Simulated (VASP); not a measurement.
Write the native input for VASP 6.6.1 that does the following.

```yaml
Task: single point
Functional: PBE
Potentials_or_basis: VASP PAW PBE potentials, release 64 (Ni, Si)
Cutoff: 520 eV
k_mesh: 15 × 15 × 15
Occupations: fermi-dirac, width 0.1 eV
Spin: no spin polarisation
Dipole_correction: no
Further_INCAR_settings: ALGO = Normal; EDIFF = 1e-06; NBANDS = 14
```

The structure of SiNi (CsCl type) lies in POSCAR:

```
SiNi
1.0
    2.3258298499      0.0000000000      0.0000000000
    0.0000000000      2.3258298499      0.0000000000
    0.0000000000      0.0000000000      2.3258298499
Ni Si
1 1
Direct
    0.0000000000      0.0000000000      0.0000000000
    0.5000000000      0.5000000000      0.5000000000
```

This cell differs from its parent crystal: volume scaled by 0.55.

The input as run:

INCAR

```
PREC = Accurate ; ENCUT = 520
EDIFF = 1E-6 ; ISMEAR = -1
SIGMA = 0.1 ; LREAL = F
LASPH = T ; NELM = 60
ALGO = Normal ; ISIF = 2
LWAVE = F ; LCHARG = F
GGA = PE ; NBANDS = 14
```

KPOINTS

```
Automatic mesh
0
Gamma
  15 15 15
```

Potentials or basis: VASP PAW PBE potentials, release 64 (Ni, Si).

The run is started by

```sh
$ cat potpaw_PBE.64/Ni/POTCAR potpaw_PBE.64/Si/POTCAR > POTCAR
$ mpirun -np 1 vasp_std > vasp.out
```

It gave:

```json
{"Pressure": "415.5 GPa", "Band gap on the k mesh": "zero (band 7 reaches 28.37 eV, above the bottom of band 8 at 23.45 eV)"}
```

Wall time 8.1 s on 1 thread of Intel(R) Xeon(R) 6975P-C (Granite Rapids), with other jobs on the host, peak memory 0.13 GiB.
